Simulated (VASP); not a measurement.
# CaMg2O3: single point with PBE

Crystal: CaMg2O3.

```
Ca Mg O
1.0
     3.14880    0.00000    0.00000
    -1.57440    2.72694    0.00000
     0.00000    0.00000    7.73261
Ca Mg O
1 2 3
Direct
  0.00000 0.00000 0.00000
  0.33333 0.66667 0.34362
  0.66667 0.33333 0.65638
  0.33333 0.66667 0.81167
  0.66667 0.33333 0.18833
  0.00000 0.00000 0.50000
```

| Quantity | Value |
| --- | --- |
| Program | VASP 6.6.1 |
| Task | single point |
| Functional | PBE |
| Potentials or basis | VASP PAW PBE potentials, release 64 (Ca_sv, Mg, O) |
| Cutoff | 520 eV |
| k mesh | 12 × 12 × 4 |
| Occupations | gaussian, width 0.02 eV |
| Spin | no spin polarisation |

- Pressure: -0.1 GPa
- Largest force: 0.080 eV/Å
- Band gap on the k mesh: 4.11 eV, direct

Forces on the atoms (eV/Å):
```
Ca   0.000  0.000  0.000
Mg   0.000  0.000  0.006
Mg   0.000  0.000 -0.006
O    0.000  0.000 -0.080
O    0.000  0.000  0.080
O    0.000  0.000  0.000
```

Stress tensor (GPa, compression positive):
```
-0.16  0.00  0.00
 0.00 -0.16  0.00
 0.00  0.00  0.02
```

Levels at points of the mesh, in eV from the valence-band top:
```csv
k point,band 13,band 14,band 15,band 16,band 17,band 18,band 19,band 20
"(0.00, 0.00, 0.00)",-0.63,-0.12,-0.12,0.00,4.11,6.04,6.94,7.14
"(0.50, 0.00, 0.00)",-1.23,-0.99,-0.63,-0.54,4.46,7.80,8.82,8.99
"(0.00, 0.00, 0.50)",-0.38,-0.38,-0.28,-0.28,5.22,5.60,6.19,7.15
"(0.50, 0.00, 0.50)",-1.25,-0.87,-0.85,-0.73,4.60,7.90,8.70,9.04
```

Wall time 82 s on 1 thread of AMD EPYC 7R43 64-Core Processor (Zen 3), on a shared host, peak memory 0.22 GiB.

A k mesh can miss the band edges.
